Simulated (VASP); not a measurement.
# Na (P6_3/mmc) in VASP: a series of runs, part 2 of 2

VASP 6.6.1. Earlier steps stand in the parts before.

### Step 3. Relaxation of cell and atoms, PBE, target pressure 20 GPa, at which the enthalpy is minimised

This run uses another cell than the first one, of 18.30 Å³/atom.

File INCAR:

```
  PREC = Accurate
  ENCUT = 500
  EDIFF = 1E-7
  ISMEAR = -1
  SIGMA = 0.1
  LREAL = F
  LASPH = T
  NELM = 120
  ALGO = Normal
  ISIF = 3
  LWAVE = F
  LCHARG = F
  GGA = PE
  IBRION = 2
  NSW = 60
  EDIFFG = -0.005
  PSTRESS = 200.0
  GGA_COMPAT = F
  NELMIN = 4
```

File KPOINTS:

```
regular mesh
0
Gamma
  15 15 8
```

File POSCAR:

```
Na
1.0
    2.9657770576      0.0000000000      0.0000000000
   -1.4828885288      2.5684382739      0.0000000000
    0.0000000000      0.0000000000      4.8045588334
Na
2
Direct
    0.3333333333      0.6666666667      0.2500000000
    0.6666666667      0.3333333333      0.7500000000
```

Potentials or basis: VASP PAW PBE potentials, release 64 (Na_pv).

On the command line:

```console
cat potpaw_PBE.64/Na_pv/POTCAR > POTCAR
mpirun -np 1 vasp_std > vasp.out
```

OUTCAR:

```text
PREC = Accurate
   ENCUT = 500
   EDIFF = 1E-7
   ISMEAR = -1
   LREAL = F
   LASPH = T
   NELM = 120
   ISIF = 3
   GGA = PE
   IBRION = 2
   NSW = 60
   EDIFFG = -0.005
   PSTRESS = 200.0
   NELMIN = 4

 ion  position               nearest neighbor table
   1  0.333  0.667  0.250-
   2  0.667  0.333  0.750-

  LATTYP: Found a hexagonal cell.
 ALAT       =     2.9657770576
 C/A-ratio  =     1.6200000000

  Lattice vectors:

 A1 = (   2.9657770576,   0.0000000000,   0.0000000000)
 A2 = (  -1.4828885288,   2.5684382739,   0.0000000000)
 A3 = (   0.0000000000,   0.0000000000,   4.8045588334)

Analysis of symmetry for initial positions (statically):
=====================================================================
 Subroutine PRICEL returns:
 Original cell was already a primitive cell.

 Routine SETGRP: Setting up the symmetry group for a
 hexagonal supercell.

 Subroutine GETGRP returns: Found 24 space group operations
 (whereof 12 operations were pure point group operations)
[... 173 lines left out ...]
  --------------------------------------------------------------------------------------
  -------------------------------------------------------------------------------------
  Total        4.6555386      4.6555386      4.6954029      0.0000000     -0.0000000      0.0000000
  in kB      203.8071259    203.8071259    205.5522807      0.0000000     -0.0000000      0.0000000
  external PRESSURE =       4.3888442 kB  Pullay stress =     200.0000000 kB
[... 177 lines left out ...]
--------------------------------------- Ionic step        6  -------------------------------------------

 number of electron      14.0000004 magnetization

 Free energy of the ion-electron system (eV)
  ---------------------------------------------------
  ext. energy  EPLUGINS =         0.00000000
  ---------------------------------------------------
  free energy    TOTEN  =        -1.31019631 eV

  energy without entropy =       -1.28652550  energy(sigma->0) =       -1.29836091

 E-fermi :   3.4299     XC(G=0):  -8.6704

 val. band max:        3.2745561771   @ k =   0.3333   0.0000   0.3750
 cond. band min:       3.4309550296   @ k =   0.0667   0.0667   0.1250
 fundamental gap:      0.1563988525
 Fermi energy:         3.4299203289

 k-point     1 :       0.0000    0.0000    0.0000
  band No.  band energies     occupation
      1     -21.8181      2.00000
      2     -21.5184      2.00000
      3     -21.5184      2.00000
      4     -21.4784      2.00000
      5     -21.4784      2.00000
      6     -21.4780      2.00000
      7      -1.7222      2.00000
      8       4.1305      0.00181
      9       5.1565      0.00000
     10      17.7819      0.00000
     11      17.7819      0.00000
[... 309 lines left out ...]
 k-point    24 :       0.4000    0.2000    0.0000
  band No.  band energies     occupation
      1     -21.7519      2.00000
      2     -21.6938      2.00000
      3     -21.6393      2.00000
      4     -21.6344      2.00000
      5     -21.5728      2.00000
      6     -21.5684      2.00000
      7       4.1698      0.00122
      8       4.7865      0.00000
      9       8.0396      0.00000
     10       8.8721      0.00000
     11       9.8391      0.00000

 [... further k-points ...]
[... 5 lines left out ...]
  --------------------------------------------------------------------------------------
  -------------------------------------------------------------------------------------
  Total        4.5913592      4.5913592      4.6044898      0.0000000      0.0000000      0.0000000
  in kB      199.6675730    199.6675730    200.2385920      0.0000000      0.0000000      0.0000000
  external PRESSURE =      -0.1420873 kB  Pullay stress =     200.0000000 kB
[... 21 lines left out ...]
  energy  without entropy=       -1.2865255018  energy(sigma->0) =       -1.29836091

  enthalpy is  TOTEN    =         3.2888070751 eV   P V=        4.5990033844

 reached required accuracy - stopping structural energy minimisation
```

Wall time 2.1 min (1 thread of Oxide Virtual Turin-like, shared host); peak memory 0.14 GiB.

What came out:

```
Free energy                                                : -1.3102 eV
Relaxed volume                                             : 18.42 Å³/atom
Relaxed cell                                               : a = 2.968 Å, b = 2.968 Å, c = 4.829 Å, α = 90.00°, β = 90.00°, γ = 120.00°
Space group after relaxing (to 0.1 Å)                      : P6_3/mmc (No. 194)
Energy change on relaxing (the run minimises the enthalpy) : -15.4 meV/atom
Ionic steps                                                : 6
Pressure after relaxing                                    : 20.0 GPa
Band gap on the k mesh                                     : zero (bands 7 and 8 overlap by 6.29 eV)
```

Step by step:
| step | energy change (eV) | largest force (eV/Å) | pressure (GPa) | volume (Å³) |
| --- | --- | --- | --- | --- |
| 1 | 0.0000 | 0.0000 | 20.44 | 36.60 |
| 2 | -0.0336 | 0.0000 | 19.94 | 36.86 |
| 3 | -0.0306 | 0.0000 | 19.99 | 36.84 |
| 4 | -0.0312 | 0.0000 | 19.98 | 36.85 |
| 5 | -0.0311 | 0.0000 | 19.98 | 36.84 |
| 6 | -0.0308 | 0.0000 | 19.99 | 36.84 |

Final structure:
```xyz
2
Lattice="2.9680 0.0000 0.0000 -1.4840 2.5704 0.0000 0.0000 0.0000 4.8293" Properties=species:S:1:pos:R:3 pbc="T T T"
Na    0.0000    1.7136    1.2073
Na    1.4840    0.8568    3.6220
```

Caveat: the cell is relaxed towards a set pressure, so the run minimises the enthalpy, not the energy.

### Step 4. Relaxation of cell and atoms, PBE, target pressure 20 GPa, at which the enthalpy is minimised

File INCAR:

```
PREC = Accurate
ENCUT = 500
EDIFF = 1E-7
ISMEAR = -1
SIGMA = 0.1
LREAL = F
LASPH = T
NELM = 120
ALGO = Normal
ISIF = 3
LWAVE = F
LCHARG = F
GGA = PE
IBRION = 2
NSW = 32
EDIFFG = -0.005
PSTRESS = 200.0
GGA_COMPAT = F
NELMIN = 4
```

KPOINTS is that of step 3.

File POSCAR:

```
Na
1.0
    2.9653127811      0.0000000000      0.0000000000
   -1.4826563906      2.5680361986      0.0000000000
    0.0000000000      0.0000000000      4.8335277753
Na
2
Direct
    0.3333333333      0.6666666667      0.2500000000
    0.6666666667      0.3333333333      0.7500000000
```

On the command line:

```console
cat potpaw_PBE.64/Na_pv/POTCAR > POTCAR
mpirun -np 1 vasp_std > vasp.out
```

Run time: 52 s. Hardware: 1 thread of Oxide Virtual Turin-like, shared host; peak memory 0.14 GiB.

The run converged. Its results:

| Quantity | Value |
| --- | --- |
| Free energy | -1.3103 eV |
| Relaxed volume | 18.42 Å³/atom |
| Relaxed cell | a = 2.966 Å, b = 2.966 Å, c = 4.835 Å, α = 90.00°, β = 90.00°, γ = 120.00° |
| Space group after relaxing (to 0.1 Å) | P6_3/mmc (No. 194) |
| Energy change on relaxing (the run minimises the enthalpy) | -2.2 meV/atom |
| Ionic steps | 2 |
| Pressure after relaxing | 20.0 GPa |
| Band gap on the k mesh | zero (bands 7 and 8 overlap by 6.30 eV) |

Step by step:
```
step  energy change (eV)  largest force (eV/Å)  pressure (GPa)  volume (Å³)
   1              0.0000                0.0000           20.06        36.81
   2             -0.0044                0.0000           19.99        36.84
```

Final structure:
```yaml
crystal:
  lattice:
    - [2.96619, 0.00000, 0.00000]
    - [-1.48310, 2.56880, 0.00000]
    - [0.00000, 0.00000, 4.83529]
  atoms:
    - { symbol: Na, position: [0.33333, 0.66667, 0.25000] }
    - { symbol: Na, position: [0.66667, 0.33333, 0.75000] }
```

Levels at points of the mesh, in eV from the Fermi level:
| k point | band 5 | band 6 | band 7 | band 8 | band 9 | band 10 |
| --- | --- | --- | --- | --- | --- | --- |
| (0.00, 0.00, 0.00) | -24.91 | -24.91 | -5.15 | 0.68 | 1.71 | 14.37 |
| (0.00, 0.00, 0.50) | -24.93 | -24.93 | -3.46 | -3.46 | 8.19 | 8.19 |

Caveat: the cell is relaxed towards a set pressure, so the run minimises the enthalpy, not the energy.

### Step 5. The runs side by side

| task | cell | gap on the mesh (eV) | pressure (GPa) |
| --- | --- | --- | --- |
| single point | a = 2.965, b = 2.965, c = 4.834 Å, angles 90.0, 90.0, 120.0°, 2 atoms | none | 19.9 |
| relaxation of cell and atoms | relaxed to 20 GPa from a = 2.966, b = 2.966, c = 4.805 Å, angles 90.0, 90.0, 120.0°, 2 atoms | none | 20.0 |
| relaxation of cell and atoms | relaxed to 20 GPa from a = 2.965, b = 2.965, c = 4.834 Å, angles 90.0, 90.0, 120.0°, 2 atoms | none | 20.0 |

Alike in all rows: level PBE; potentials or basis VASP PAW PBE potentials, release 64 (Na_pv); no spin polarisation; k mesh 15 × 15 × 8; cutoff (eV) 500; smearing fermi-dirac 0.1 eV.

Caveats: the cell is relaxed towards a set pressure, so the run minimises the enthalpy, not the energy (at least some runs); the cell stands under pressure (at least some runs).

Absolute energies hang on the potentials; compare differences alone.

The gap in the log of VASP goes by the Fermi energy; the results here count the filled bands.